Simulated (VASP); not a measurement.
BPd4:

```
CELL_PARAMETERS angstrom
2.89203 0.00000 0.00000
0.00000 4.36501 0.00000
0.00000 0.00000 5.85632
ATOMIC_POSITIONS crystal
Pd 0.50000 0.00000 0.19758
Pd 0.00000 0.00000 0.61947
Pd 0.00000 0.50000 0.32916
Pd 0.50000 0.50000 0.86756
B 0.50000 0.00000 0.86323
```

Base run:

| Item | Value |
| --- | --- |
| Program | VASP 6.6.1 |
| Functional | PBE |
| Potentials or basis | VASP PAW PBE potentials, release 64 (Pd, B) |
| Cutoff | 520 eV |
| k mesh | 9 × 6 × 5 |
| Occupations | fermi-dirac, width 0.05 eV |
| Spin | no spin polarisation |

Its results: pressure -1.2 GPa; largest force 0.202 eV/Å.

After a change of settings the same cell gave: pressure 7.8 GPa; largest force 0.233 eV/Å. Which change was it?
A. functional from PBE to PBEsol
B. functional from PBE to BLYP
C. functional from PBE to RPBE; further incar settings from ALGO = Fast; EDIFF = 1e-06; NBANDS = 30 to ALGO = Fast; EDIFF = 1e-07; NBANDS = 30

B.

BLYP binds less tightly than PBE, so the same cell stands under more pressure.

Caveats: the PAW data sets were made with another functional, which shifts forces and pressure a little (some runs).
